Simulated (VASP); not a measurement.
Set up this calculation in VASP 6.6.1, as the native input.

```yaml
Task: relaxation of cell and atoms
Functional: PBE
Potentials_or_basis: VASP PAW PBE potentials, release 64 (Te, Mo_sv)
Cutoff: 600 eV
k_mesh: 12 × 12 × 2
Occupations: gaussian, width 0.02 eV
Spin: no spin polarisation
Dipole_correction: no
Further_INCAR_settings: ALGO = Normal; EDIFF = 1e-06; IBRION = 2; EDIFFG = -0.01; NSW = 100; ISIF = 3
```

The structure of Te2Mo lies in POSCAR:

```
Te2Mo
1.0
    3.5459280446      0.0000000000      0.0000000000
   -1.7729640223      3.0708637666      0.0000000000
    0.0000000000      0.0000000000     15.2396806195
Te Mo
2 1
Direct
    0.3333333333      0.6666666667      0.8812166380
    0.3333333333      0.6666666667      0.1187833620
    0.0000000000      0.0000000000      0.0000000000
```

These files were run (other wordings do the same):

INCAR

```
ALGO = Normal
EDIFF = 1E-6
EDIFFG = -0.01
ENCUT = 600
GGA = PE
IBRION = 2
ISIF = 3
ISMEAR = 0
LASPH = True
LCHARG = False
LREAL = False
LWAVE = False
NELM = 80
NSW = 100
PREC = Accurate
SIGMA = 0.02
```

KPOINTS

```
k-points
0
Gamma
  12 12 2
```

Potentials or basis: VASP PAW PBE potentials, release 64 (Te, Mo_sv).

Launch:

```sh
$ cat potpaw_PBE.64/Te/POTCAR potpaw_PBE.64/Mo_sv/POTCAR > POTCAR
$ mpirun -np 1 vasp_std > vasp.out
```

It gave:

```yaml
Relaxed_cell: a = 3.554 Å, b = 3.554 Å, c = 15.231 Å, α = 90.00°, β = 90.00°, γ = 120.00°
Space_group_after_relaxing_to_0.05_Å: P-6m2 (No. 187)
Energy_gained_by_relaxing: 0.1 meV/atom
Ionic_steps: 8
Band_gap_on_the_k_mesh: 1.08 eV, direct
```

Caveat: spin-orbit coupling is left out, which moves the levels of the heavy elements.

Run time: 4.3 min on 1 thread of Intel(R) Xeon(R) 6975P-C (Granite Rapids), on a shared host, peak memory 0.41 GiB.
